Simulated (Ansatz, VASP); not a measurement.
## One calculation of SiC, two programs

```
CELL_PARAMETERS angstrom
1.54597 -2.67771 5.07429
1.54598 -2.67771 -5.07429
3.09194 5.35541 -0.00001
ATOMIC_POSITIONS crystal
Si 0.33562 0.33104 0.16667
Si 0.83562 0.83104 0.16667
Si 0.33562 0.33104 0.66667
Si 0.83562 0.83104 0.66667
Si 0.91896 0.41438 0.33333
Si 0.41896 0.91438 0.33333
Si 0.91896 0.41438 0.83333
Si 0.41896 0.91438 0.83333
C 0.52354 0.14312 0.16667
C 0.02354 0.64312 0.16667
C 0.52354 0.14312 0.66667
C 0.02354 0.64312 0.66667
C 0.10688 0.22646 0.33333
C 0.60688 0.72646 0.33333
C 0.10688 0.22646 0.83333
C 0.60688 0.72646 0.83333
```

Change from the starting cell: all atoms moved at random, sigma 0.02 Å a component, cell strained at random, sigma 0.06; relaxed back.

Alike in both runs: functional PBE; k mesh 6 × 6 × 6; occupations gaussian, width 0.05 eV; no spin polarisation.

Ansatz relaxed the structure, and its values are those at the end. VASP's run is a single point on that final structure, the one shown.

```csv
,VASP,Ansatz
version,VASP 6.6.1,Ansatz 0.2.0
potentials or method,"VASP PAW PBE potentials, release 64 (Si, C), cutoff 520 eV","scalar-relativistic, plane waves, PAW"
valence electrons in the cell,64,64
```

|  | VASP | Ansatz | Ansatz less VASP |
| --- | --- | --- | --- |
| gap on the k mesh at the Fermi level (eV) | 2.30 | 2.31 | +0.004 |
| least direct gap on the mesh (eV) | 2.75 | 2.75 | +0.003 |
| pressure (GPa) | -0.1 | 0.0 | +0.05 |
